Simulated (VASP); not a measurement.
ZnSe, 2 atoms in the cell. The structure is cubic, space group F-43m (No. 216). The conventional cell has a = 5.665 Å, b = 5.665 Å, c = 5.665 Å, α = 90.00°, β = 90.00°, γ = 90.00°. Within 3.2 Å of Zn (site symmetry -43m) lie 4 Se at 2.45 Å. Within 3.2 Å of Se (site symmetry -43m) lie 4 Zn at 2.45 Å. 

```yaml
Program: VASP 6.6.1
Task: single point
Functional: r2SCAN
Potentials_or_basis: VASP PAW PBE potentials, release 64 (Zn, Se)
Cutoff: 520 eV
k_mesh: 6 × 6 × 6
Occupations: gaussian, width 0.5 eV
Spin: no spin polarisation
Dipole_correction: no
Further_INCAR_settings: ALGO = Normal; EDIFF = 1e-06; NBANDS = 16
```

Potentials or basis: VASP PAW PBE potentials, release 64 (Zn, Se).

The run is started by

```bash
$ cat potpaw_PBE.64/Zn/POTCAR potpaw_PBE.64/Se/POTCAR > POTCAR
$ cp INCAR.step1 INCAR
$ mpirun -np 1 vasp_std > vasp.out
$ cp INCAR.step2 INCAR
$ mpirun -np 1 vasp_std > vasp.out
```

Hardware: 1 thread of Intel(R) Xeon(R) Platinum 8259CL CPU @ 2.50GHz (Skylake/Cascade Lake), with other jobs on the host.

Question: How long does it take, and how much memory?

Answer: Run time: 56 s on 1 thread of Intel(R) Xeon(R) Platinum 8259CL CPU @ 2.50GHz (Skylake/Cascade Lake) (shared host), peak memory 0.17 GiB. Counts: k points 16.
